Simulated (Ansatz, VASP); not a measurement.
MoOs: VASP beside Ansatz

The input INCAR:

```
SYSTEM = MoOs
PREC     = Accurate       ! precision mode
ENCUT    = 520            ! plane-wave cutoff, eV
EDIFF    = 1E-6           ! SCF threshold, eV
ISMEAR   = 0              ! smearing method
SIGMA    = 0.15           ! smearing width, eV
LREAL    = .FALSE.        ! projectors in reciprocal space
LASPH    = .TRUE.         ! aspherical terms in the spheres
NELM     = 80             ! most SCF steps
ALGO     = Fast           ! electronic algorithm
ISIF     = 2              ! what is computed and relaxed
LWAVE    = .FALSE.        ! write WAVECAR
LCHARG   = .FALSE.        ! write CHGCAR
NBANDS   = 18             ! bands
```

KPOINTS

```
regular mesh
0
G
  21 21 12
  0 0 0
```

Contents of POSCAR:

```
MoOs
1.0
    2.8198666636      0.0000000000      0.0000000000
   -1.4099333318      2.4420761660      0.0000000000
    0.0000000000      0.0000000000      4.3860510264
Mo Os
1 1
Direct
    0.6666666667      0.3333333333      0.5000000000
    0.3333333333      0.6666666667      0.0000000000
```

Input for Ansatz:

```yaml
crystal:
  lattice:
    - [2.8198666636, 0.0, 0.0]
    - [-1.4099333318, 2.442076166, 0.0]
    - [0.0, 0.0, 4.3860510264]
  atoms:
    - { symbol: Mo, position: [0.6666666667, 0.3333333333, 0.5] }
    - { symbol: Os, position: [0.3333333333, 0.6666666667, 0.0] }
basis:
  ecutwfc: 420
kpoints:
  mp_grid: { grid: [21, 21, 12] }
hamiltonian:
  xc: lda
scf:
  occupations: { method: gaussian, width: 0.15 }
output:
  forces: true
  stress: true
  eigenvalues: true
```

Alike in both runs: task single point; functional LDA; k mesh 21 × 21 × 12; occupations gaussian, width 0.15 eV; no spin polarisation.

|  | VASP | Ansatz |
| --- | --- | --- |
| version | VASP 6.6.1 | Ansatz 0.2.0 |
| potentials or method | VASP PAW LDA potentials, release 64 (Mo_sv, Os), cutoff 520 eV | scalar-relativistic, plane waves, PAW |
| valence electrons in the cell | 22 | 30 |

```tsv
	VASP	Ansatz	Ansatz less VASP
gap on the k mesh at the Fermi level (eV)	none	none	-
pressure (GPa)	-14.7	-15.7	-0.94
traceless stress, the component that is largest in VASP (GPa)	8.05	8.10	+0.054
```

LDA's correlation is that of Perdew and Zunger in VASP and of Perdew and Wang (1992) in Ansatz. A gap of «none» marks a metal or a gap that the smearing closes. VASP's potentials hold 22 valence electrons a cell and Ansatz's 30, so a difference there can come from the potentials and not from the codes.

Spin-orbit coupling is off throughout.
